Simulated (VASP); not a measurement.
# BaTiO3 (P4/mmm) in VASP: further runs, part 2 of 3

VASP 6.6.1.

### Step 3. Electric field gradients, LDA (equal xx and yy strain of -2 %)

INCAR

```
SYSTEM = BaTiO3
PREC = Accurate
ENCUT = 520
EDIFF = 1E-8
ISMEAR = -1
SIGMA = 0.05
LREAL = .FALSE.
LASPH = .TRUE.
NELM = 80
ALGO = Normal
ISIF = 2
LWAVE = .FALSE.
LCHARG = .FALSE.
GGA = CA
LEFG = .TRUE.
NBANDS = 28
```

KPOINTS

```
regular mesh
0
G
  8 8 8
  0 0 0
```

POSCAR

```
BaTiO3
1.0
    3.9271540000      0.0000000000      0.0000000000
    0.0000000000      3.9271540000      0.0000000000
    0.0000000000      0.0000000000      4.0073000000
Ba Ti O
1 1 3
Direct
    0.5000000000      0.5000000000      0.5000000000
    0.0000000000      0.0000000000      0.0000000000
    0.5000000000      0.0000000000      0.0000000000
    0.0000000000      0.5000000000      0.0000000000
    0.0000000000      0.0000000000      0.5000000000
```

Potentials or basis: VASP PAW LDA potentials, release 64 (Ba_sv, Ti_sv, O).

Started as:

```
> cat potpaw_LDA.64/Ba_sv/POTCAR potpaw_LDA.64/Ti_sv/POTCAR potpaw_LDA.64/O/POTCAR > POTCAR
> mpirun -np 1 vasp_std > vasp.out
```

OUTCAR:

```text
SYSTEM = BaTiO3
   PREC = Accurate
   ENCUT = 520
   EDIFF = 1E-8
   ISMEAR = -1
   LREAL = .FALSE.
   LASPH = .TRUE.
   NELM = 80
   ISIF = 2
   GGA = CA

 ion  position               nearest neighbor table
   1  0.500  0.500  0.500-   5 2.78   5 2.78   5 2.78   5 2.78   4 2.81   3 2.81   4 2.81   3 2.81
                             4 2.81   3 2.81   4 2.81   3 2.81   2 3.42   2 3.42   2 3.42   2 3.42
   2  0.000  0.000  0.000-   3 1.96   4 1.96   4 1.96   3 1.96   5 2.00   5 2.00   1 3.42   1 3.42
                             1 3.42   1 3.42   1 3.42   1 3.42   1 3.42   1 3.42
   3  0.500  0.000  0.000-   2 1.96   2 1.96   1 2.81   1 2.81   1 2.81   1 2.81
   4  0.000  0.500  0.000-   2 1.96   2 1.96   1 2.81   1 2.81   1 2.81   1 2.81
   5  0.000  0.000  0.500-   2 2.00   2 2.00   1 2.78   1 2.78   1 2.78   1 2.78

  LATTYP: Found a simple tetragonal cell.
 ALAT       =     3.9271540000
 C/A-ratio  =     1.0204081633

  Lattice vectors:

 A1 = (   3.9271540000,   0.0000000000,   0.0000000000)
 A2 = (   0.0000000000,   3.9271540000,   0.0000000000)
 A3 = (   0.0000000000,   0.0000000000,   4.0073000000)

Analysis of symmetry for initial positions (statically):
=====================================================================
[... 957 lines left out ...]
 -----------------------------------------------------------------------------------
    total drift:                                0.000000     -0.000000      0.000000

  FREE ENERGIE OF THE ION-ELECTRON SYSTEM (eV)
  ---------------------------------------------------
  free  energy   TOTEN  =       -44.1450512957 eV

  energy  without entropy=      -44.1450512927  energy(sigma->0) =      -44.14505129

 Electric field gradients (V/A^2)
---------------------------------------------------------------------
 ion       V_xx      V_yy      V_zz      V_xy      V_xz      V_yz
---------------------------------------------------------------------
   1      -2.292    -2.292     4.585    -0.000     0.000     0.000
   2      -9.729    -9.729    19.458     0.000     0.000     0.000
   3      14.738   -10.783    -3.955    -0.000     0.000    -0.000
   4     -10.783    14.738    -3.955    -0.000     0.000    -0.000
   5     -12.429   -12.429    24.858     0.000     0.000     0.000
---------------------------------------------------------------------

 Electric field gradients after diagonalization (V/A^2)
 (convention: |V_zz| > |V_xx| > |V_yy|)
----------------------------------------------------------------------
 ion       V_xx      V_yy      V_zz     asymmetry (V_yy - V_xx)/ V_zz
----------------------------------------------------------------------
   1      -2.292    -2.292     4.585       0.000
   2      -9.729    -9.729    19.458       0.000
   3     -10.783    -3.955    14.738       0.463
   4     -10.783    -3.955    14.738       0.463
   5     -12.429   -12.429    24.858       0.000
----------------------------------------------------------------------

           NMR quadrupolar parameters

 Cq : quadrupolar parameter    Cq=e*Q*V_zz/h
 eta: asymmetry parameters     (V_yy - V_xx)/ V_zz
 Q  : nuclear electric quadrupole moment in mb (millibarn)
----------------------------------------------------------------------
 ion       Cq(MHz)       eta       Q (mb)
----------------------------------------------------------------------
   1       0.011       0.000       1.000
   2       0.047       0.000       1.000
   3       0.036       0.463       1.000
   4       0.036       0.463       1.000
   5       0.060       0.000       1.000
----------------------------------------------------------------------
```

OSZICAR:

```text
N       E                     dE             d eps       ncg     rms          rms(c)
DAV:   1     0.417635623037E+03    0.41764E+03   -0.20464E+04  4200   0.152E+03
DAV:   2    -0.131492071483E+02   -0.43078E+03   -0.41099E+03  4852   0.417E+02
DAV:   3    -0.526845579815E+02   -0.39535E+02   -0.39177E+02  4868   0.130E+02
DAV:   4    -0.546799843597E+02   -0.19954E+01   -0.19917E+01  6616   0.256E+01
DAV:   5    -0.547149492533E+02   -0.34965E-01   -0.34954E-01  5312   0.327E+00    0.233E+01
DAV:   6    -0.444934517921E+02    0.10221E+02   -0.55635E+01  5808   0.669E+01    0.101E+01
DAV:   7    -0.443253297418E+02    0.16812E+00   -0.91444E+00  5472   0.224E+01    0.691E+00
DAV:   8    -0.441482823496E+02    0.17705E+00   -0.90646E-01  5152   0.872E+00    0.273E+00
DAV:   9    -0.441667766370E+02   -0.18494E-01   -0.20163E-01  5540   0.286E+00    0.129E+00
DAV:  10    -0.441453954443E+02    0.21381E-01   -0.11005E-01  4832   0.352E+00    0.199E-01
DAV:  11    -0.441451343437E+02    0.26110E-03   -0.40527E-03  5232   0.531E-01    0.728E-02
DAV:  12    -0.441450965732E+02    0.37771E-04   -0.26652E-04  5684   0.120E-01    0.499E-02
DAV:  13    -0.441450509203E+02    0.45653E-04   -0.25847E-04  4884   0.173E-01    0.115E-02
DAV:  14    -0.441450515441E+02   -0.62377E-06   -0.19696E-05  5200   0.363E-02    0.608E-03
DAV:  15    -0.441450517435E+02   -0.19939E-06   -0.30779E-06  5928   0.147E-02    0.740E-03
DAV:  16    -0.441450513626E+02    0.38083E-06   -0.27882E-06  5828   0.163E-02    0.216E-03
DAV:  17    -0.441450512959E+02    0.66766E-07   -0.39164E-07  5248   0.640E-03    0.732E-04
DAV:  18    -0.441450512957E+02    0.20100E-09   -0.12546E-08  3828   0.900E-04
   1 F= -.44145051E+02 E0= -.44145051E+02  d E =-.292631E-08
```

stdout:

```text
POSCAR found type information on POSCAR BaTiO
 POSCAR found :  3 types and       5 ions
 scaLAPACK will be used
 LDA part: xc-table for (Slater(with rela. corr.)+CA(PZ))
 , standard interpolation
 POSCAR, INCAR and KPOINTS ok, starting setup
 FFT: planning ... GRIDC
 FFT: planning ... GRID_SOFT
 FFT: planning ... GRID
 WAVECAR not read
 entering main loop
ion   1

ion   2

ion   3

ion   4

ion   5
```

It took 2.8 min on 1 thread of Intel Xeon Platinum 8488C (Sapphire Rapids), shared host; peak memory 0.24 GiB.

What came out:

* Free energy: -44.1451 eV
* Pressure: -0.2 GPa
* Band gap on the k mesh: 1.68 eV (least direct gap 1.80 eV)
* Largest electric field gradient by atom: Ba +4.6; Ti +19.5; O +14.7, +24.9 (each value once) V/Å²

Levels at points of the mesh, in eV from the valence-band top:
| k point | band 18 | band 19 | band 20 | band 21 | band 22 | band 23 |
| --- | --- | --- | --- | --- | --- | --- |
| (0.00, 0.00, 0.00) | -0.16 | -0.13 | -0.13 | 1.68 | 1.68 | 1.72 |
| (0.50, 0.00, 0.00) | -2.01 | -0.77 | -0.75 | 1.87 | 3.67 | 3.68 |
| (0.50, 0.50, 0.00) | -0.76 | -0.76 | -0.08 | 3.68 | 3.68 | 4.12 |
| (0.00, 0.00, 0.50) | -1.78 | -0.73 | -0.73 | 1.88 | 3.49 | 3.49 |
| (0.50, 0.00, 0.50) | -0.94 | -0.93 | -0.16 | 3.50 | 3.68 | 4.01 |
| (0.50, 0.50, 0.50) | -0.05 | -0.05 | 0.00 | 4.31 | 4.31 | 4.41 |

Electric field gradients, principal values (V/Å²):
```csv
atom,least,middle,greatest (by size)
1 Ba,-2.292,-2.292,4.585
2 Ti,-9.729,-9.729,19.458
3 O,-3.955,-10.783,14.738
4 O,-3.955,-10.783,14.738
5 O,-12.429,-12.429,24.858
```

Caveat: the cell differs from its parent crystal (equal xx and yy strain of -2 %); without QUAD_EFG the Cq values of the log hold for a quadrupole moment of 1 mb, not for the nuclei; spin-orbit coupling is left out, which moves the levels of the heavy elements. A k mesh can miss the band edges.

### Step 4. Electric field gradients, LDA (equal xx and yy strain of -2 %)

INCAR

```
SYSTEM = BaTiO3
  PREC = Accurate
  ENCUT = 520
  EDIFF = 1E-8
  ISMEAR = -1
  SIGMA = 0.05
  LREAL = .FALSE.
  LASPH = .TRUE.
  NELM = 80
  ALGO = Normal
  ISIF = 2
  LWAVE = .FALSE.
  LCHARG = .FALSE.
  LEFG = .TRUE.
  NBANDS = 28
```

KPOINTS is that of step 3.

POSCAR is that of step 3.

Potentials or basis: VASP PAW LDA potentials, release 64 (Ba_sv, Ti_sv, O).

Started as:

```
> cat potpaw_LDA.64/Ba_sv/POTCAR potpaw_LDA.64/Ti_sv/POTCAR potpaw_LDA.64/O/POTCAR > POTCAR
> mpirun -np 1 vasp_std > vasp.out
```

OUTCAR:

```text
SYSTEM = BaTiO3
   PREC = Accurate
   ENCUT = 520
   EDIFF = 1E-8
   ISMEAR = -1
   LREAL = .FALSE.
   LASPH = .TRUE.
   NELM = 80
   ISIF = 2

 ion  position               nearest neighbor table
   1  0.500  0.500  0.500-   5 2.78   5 2.78   5 2.78   5 2.78   4 2.81   3 2.81   4 2.81   3 2.81
                             4 2.81   3 2.81   4 2.81   3 2.81   2 3.42   2 3.42   2 3.42   2 3.42
   2  0.000  0.000  0.000-   3 1.96   4 1.96   4 1.96   3 1.96   5 2.00   5 2.00   1 3.42   1 3.42
                             1 3.42   1 3.42   1 3.42   1 3.42   1 3.42   1 3.42
   3  0.500  0.000  0.000-   2 1.96   2 1.96   1 2.81   1 2.81   1 2.81   1 2.81
   4  0.000  0.500  0.000-   2 1.96   2 1.96   1 2.81   1 2.81   1 2.81   1 2.81
   5  0.000  0.000  0.500-   2 2.00   2 2.00   1 2.78   1 2.78   1 2.78   1 2.78

  LATTYP: Found a simple tetragonal cell.
 ALAT       =     3.9271540000
 C/A-ratio  =     1.0204081633

  Lattice vectors:

 A1 = (   3.9271540000,   0.0000000000,   0.0000000000)
 A2 = (   0.0000000000,   3.9271540000,   0.0000000000)
 A3 = (   0.0000000000,   0.0000000000,   4.0073000000)

Analysis of symmetry for initial positions (statically):
[... 957 lines left out ...]
      0.00000      0.00000      2.00365         0.000000      0.000000      0.000000
 -----------------------------------------------------------------------------------
    total drift:                                0.000000     -0.000000      0.000000

  FREE ENERGIE OF THE ION-ELECTRON SYSTEM (eV)
  ---------------------------------------------------
  free  energy   TOTEN  =       -44.1450512957 eV

  energy  without entropy=      -44.1450512927  energy(sigma->0) =      -44.14505129

 Electric field gradients (V/A^2)
---------------------------------------------------------------------
 ion       V_xx      V_yy      V_zz      V_xy      V_xz      V_yz
---------------------------------------------------------------------
   1      -2.292    -2.292     4.585    -0.000     0.000     0.000
   2      -9.729    -9.729    19.458     0.000     0.000     0.000
   3      14.738   -10.783    -3.955    -0.000     0.000    -0.000
   4     -10.783    14.738    -3.955    -0.000     0.000    -0.000
   5     -12.429   -12.429    24.858     0.000     0.000     0.000
---------------------------------------------------------------------

 Electric field gradients after diagonalization (V/A^2)
 (convention: |V_zz| > |V_xx| > |V_yy|)
----------------------------------------------------------------------
 ion       V_xx      V_yy      V_zz     asymmetry (V_yy - V_xx)/ V_zz
----------------------------------------------------------------------
   1      -2.292    -2.292     4.585       0.000
   2      -9.729    -9.729    19.458       0.000
   3     -10.783    -3.955    14.738       0.463
   4     -10.783    -3.955    14.738       0.463
   5     -12.429   -12.429    24.858       0.000
----------------------------------------------------------------------

           NMR quadrupolar parameters

 Cq : quadrupolar parameter    Cq=e*Q*V_zz/h
 eta: asymmetry parameters     (V_yy - V_xx)/ V_zz
 Q  : nuclear electric quadrupole moment in mb (millibarn)
----------------------------------------------------------------------
 ion       Cq(MHz)       eta       Q (mb)
----------------------------------------------------------------------
   1       0.011       0.000       1.000
   2       0.047       0.000       1.000
   3       0.036       0.463       1.000
   4       0.036       0.463       1.000
   5       0.060       0.000       1.000
----------------------------------------------------------------------
```

OSZICAR:

```text
N       E                     dE             d eps       ncg     rms          rms(c)
DAV:   1     0.417635623037E+03    0.41764E+03   -0.20464E+04  4200   0.152E+03
DAV:   2    -0.131492071483E+02   -0.43078E+03   -0.41099E+03  4852   0.417E+02
DAV:   3    -0.526845579815E+02   -0.39535E+02   -0.39177E+02  4868   0.130E+02
DAV:   4    -0.546799843597E+02   -0.19954E+01   -0.19917E+01  6616   0.256E+01
DAV:   5    -0.547149492533E+02   -0.34965E-01   -0.34954E-01  5312   0.327E+00    0.233E+01
DAV:   6    -0.444934517921E+02    0.10221E+02   -0.55635E+01  5808   0.669E+01    0.101E+01
DAV:   7    -0.443253297418E+02    0.16812E+00   -0.91444E+00  5472   0.224E+01    0.691E+00
DAV:   8    -0.441482823496E+02    0.17705E+00   -0.90646E-01  5152   0.872E+00    0.273E+00
DAV:   9    -0.441667766370E+02   -0.18494E-01   -0.20163E-01  5540   0.286E+00    0.129E+00
DAV:  10    -0.441453954443E+02    0.21381E-01   -0.11005E-01  4832   0.352E+00    0.199E-01
DAV:  11    -0.441451343437E+02    0.26110E-03   -0.40527E-03  5232   0.531E-01    0.728E-02
DAV:  12    -0.441450965732E+02    0.37771E-04   -0.26652E-04  5684   0.120E-01    0.499E-02
DAV:  13    -0.441450509203E+02    0.45653E-04   -0.25847E-04  4884   0.173E-01    0.115E-02
DAV:  14    -0.441450515441E+02   -0.62377E-06   -0.19696E-05  5200   0.363E-02    0.608E-03
DAV:  15    -0.441450517435E+02   -0.19939E-06   -0.30779E-06  5928   0.147E-02    0.740E-03
DAV:  16    -0.441450513626E+02    0.38083E-06   -0.27882E-06  5828   0.163E-02    0.216E-03
DAV:  17    -0.441450512959E+02    0.66766E-07   -0.39164E-07  5248   0.640E-03    0.732E-04
DAV:  18    -0.441450512957E+02    0.20100E-09   -0.12546E-08  3828   0.900E-04
   1 F= -.44145051E+02 E0= -.44145051E+02  d E =-.292631E-08
```

stdout:

```text
POSCAR found type information on POSCAR BaTiO
 POSCAR found :  3 types and       5 ions
 scaLAPACK will be used
 LDA part: xc-table for (Slater(with rela. corr.)+CA(PZ))
 , standard interpolation
 POSCAR, INCAR and KPOINTS ok, starting setup
 FFT: planning ... GRIDC
 FFT: planning ... GRID_SOFT
 FFT: planning ... GRID
 WAVECAR not read
 entering main loop
ion   1

ion   2

ion   3

ion   4

ion   5
```

Run time: 2.8 min. Hardware: 1 thread of Intel Xeon Platinum 8488C (Sapphire Rapids), shared host; peak memory 0.24 GiB.

Results:

```yaml
Free_energy: -44.1451 eV
Pressure: -0.2 GPa
Band_gap_on_the_k_mesh: 1.68 eV (least direct gap 1.80 eV)
Largest_electric_field_gradient_by_atom: Ba +4.6; Ti +19.5; O +14.7, +24.9 (each value once) V/Å²
```

Levels at points of the mesh, in eV from the valence-band top:
```csv
k point,band 16,band 17,band 18,band 19,band 20,band 21,band 22,band 23,band 24,band 25
"(0.00, 0.00, 0.00)",-1.18,-1.18,-0.16,-0.13,-0.13,1.68,1.68,1.72,4.08,4.24
"(0.50, 0.00, 0.00)",-2.04,-2.02,-2.01,-0.77,-0.75,1.87,3.67,3.68,4.13,6.33
"(0.50, 0.50, 0.00)",-3.02,-1.76,-0.76,-0.76,-0.08,3.68,3.68,4.12,4.93,8.04
"(0.00, 0.00, 0.50)",-2.12,-1.78,-1.78,-0.73,-0.73,1.88,3.49,3.49,4.26,6.21
"(0.50, 0.00, 0.50)",-2.82,-1.74,-0.94,-0.93,-0.16,3.50,3.68,4.01,5.15,7.89
"(0.50, 0.50, 0.50)",-2.36,-2.36,-0.05,-0.05,0.00,4.31,4.31,4.41,6.74,6.74
```

Electric field gradients, principal values (V/Å²):
```tsv
atom	least	middle	greatest (by size)
1 Ba	-2.292	-2.292	4.585
2 Ti	-9.729	-9.729	19.458
3 O	-3.955	-10.783	14.738
4 O	-3.955	-10.783	14.738
5 O	-12.429	-12.429	24.858
```

Caveat: the cell differs from its parent crystal (equal xx and yy strain of -2 %); without QUAD_EFG the Cq values of the log hold for a quadrupole moment of 1 mb, not for the nuclei; spin-orbit coupling is left out, which moves the levels of the heavy elements. A k mesh can miss the band edges.

[end of part 2 of 3]
